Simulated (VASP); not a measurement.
Input of a VASP 6.6.1 run:

INCAR

```
SYSTEM = Hf2Pd2Se2Br2O3
ALGO = Normal
EDIFF = 1E-7
EDIFFG = -0.02
ENCUT = 600
GGA = PE
IBRION = 2
ISIF = 3
ISMEAR = -1
IVDW = 12
LASPH = .True.
LCHARG = .False.
LREAL = .False.
LWAVE = .False.
NELM = 100
NSW = 80
PREC = Accurate
SIGMA = 0.05
```

KPOINTS

```
k-points
0
Gamma
  4 4 2
  0 0 0
```

POSCAR

```
Hf2Pd2Se2Br2O3
1.0
    5.7589900000      0.0000000000      0.0000000000
   -2.8794900000      4.9874300000      0.0000000000
    0.0000000000      0.0000000000      8.5254700000
Hf Pd Se Br O
2 2 2 2 3
Direct
    0.3333300000      0.6666700000      0.5420100000
    0.6666700000      0.3333300000      0.5420100000
    0.3333300000      0.6666700000      0.1288000000
    0.6666700000      0.3333300000      0.1288000000
    0.3333300000      0.6666700000      0.8557200000
    0.6666700000      0.3333300000      0.8557200000
    0.0000000000      0.0000000000      0.1389500000
    0.0000000000      0.0000000000      0.6538400000
    0.5000000000      0.0000000000      0.4296300000
    0.0000000000      0.5000000000      0.4296300000
    0.5000000000      0.5000000000      0.4296300000
```

Potentials or basis: VASP PAW PBE potentials, release 64 (Hf_pv, Pd, Se, Br, O).

Command:

```bash
$ cat potpaw_PBE.64/Hf_pv/POTCAR potpaw_PBE.64/Pd/POTCAR potpaw_PBE.64/Se/POTCAR potpaw_PBE.64/Br/POTCAR potpaw_PBE.64/O/POTCAR > POTCAR
$ mpirun -np 1 vasp_std > vasp.out
```

Predict the relaxed cell.

a = 5.636 Å, b = 5.636 Å, c = 8.225 Å, α = 90.00°, β = 90.00°, γ = 120.00°.

What does it give for the relaxed volume?

20.57 Å³/atom.

Step by step:
| step | energy change (eV) | largest force (eV/Å) | pressure (GPa) | volume (Å³) |
| --- | --- | --- | --- | --- |
| 1 | 0.0000 | 0.2769 | -2.51 | 244.87 |
| 2 | 0.0127 | 1.3730 | 2.44 | 232.71 |
| 3 | -0.0500 | 0.4726 | -0.31 | 239.01 |
| 4 | -0.0843 | 0.2584 | -0.08 | 234.90 |
| 5 | -0.0901 | 0.3066 | 0.07 | 232.42 |
| 6 | -0.1120 | 0.2156 | 0.05 | 230.33 |
| 7 | -0.1203 | 0.1302 | 0.05 | 227.99 |
| 8 | -0.1330 | 0.1490 | 0.24 | 227.32 |
| 9 | -0.1386 | 0.2598 | 0.50 | 226.50 |
| 10 | -0.1443 | 0.2255 | 0.17 | 226.75 |
| 11 | -0.1469 | 0.1775 | -0.29 | 227.11 |
| 12 | -0.1469 | 0.1828 | -0.24 | 227.07 |
| 13 | -0.1489 | 0.1105 | -0.14 | 226.81 |
| 14 | -0.1500 | 0.0482 | 0.00 | 226.43 |
| 15 | -0.1501 | 0.0456 | -0.01 | 226.43 |
| 16 | -0.1501 | 0.0381 | -0.05 | 226.43 |
| 17 | -0.1502 | 0.0362 | -0.03 | 226.41 |
| 18 | -0.1503 | 0.0304 | 0.00 | 226.35 |
| 19 | -0.1503 | 0.0196 | 0.07 | 226.23 |

Caveat: the k points lie up to 0.38 Å⁻¹ apart in the final cell.
